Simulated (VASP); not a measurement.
Here is a VASP 6.6.1 calculation.

The input POSCAR:

```
NaH
1.0
    2.8947984199      0.0000000000      0.0000000000
    0.0000000000      2.8947984199      0.0000000000
    0.0000000000      0.0000000000      2.8947984199
Na H
1 1
Direct
    0.0000000000      0.0000000000      0.0000000000
    0.5000000000      0.5000000000      0.5000000000
```

File INCAR.step1:

```
SYSTEM = NaH
ALGO = Normal
EDIFF = 1E-4
ENCUT = 520
GGA = PE
ISMEAR = 0
LASPH = .True.
LCHARG = .False.
LREAL = .False.
LWAVE = .True.
NBANDS = 11
NELM = 100
PREC = Accurate
SIGMA = 0.01
```

File INCAR.step2:

```
SYSTEM = NaH
ALGO = Normal
EDIFF = 1E-6
ENCUT = 520
ISIF = 2
ISMEAR = 0
ISTART = 1
LASPH = .True.
LCHARG = .False.
LMIXTAU = .True.
LREAL = .False.
LWAVE = .False.
METAGGA = R2SCAN
NBANDS = 11
NELM = 100
PREC = Accurate
SIGMA = 0.01
```

Contents of KPOINTS:

```
k-points
0
Gamma
  6 6 6
  0 0 0
```

Potentials or basis: VASP PAW PBE potentials, release 64 (Na_pv, H).

The run is started by

```console
$ cat potpaw_PBE.64/Na_pv/POTCAR potpaw_PBE.64/H/POTCAR > POTCAR
$ cp INCAR.step1 INCAR
$ mpirun -np 1 vasp_std > vasp.out
$ cp INCAR.step2 INCAR
$ mpirun -np 1 vasp_std > vasp.out
```

Question: Estimate the band gap on the k mesh.

Answer: 1.61 eV, indirect (least direct gap 5.28 eV).

Question: Predict the pressure.

Answer: 1.0 GPa.

Caveat: the PAW data sets were made with another functional, which shifts forces and pressure a little. r2SCAN opens gaps a little over a GGA but as a rule still falls short of measured ones.
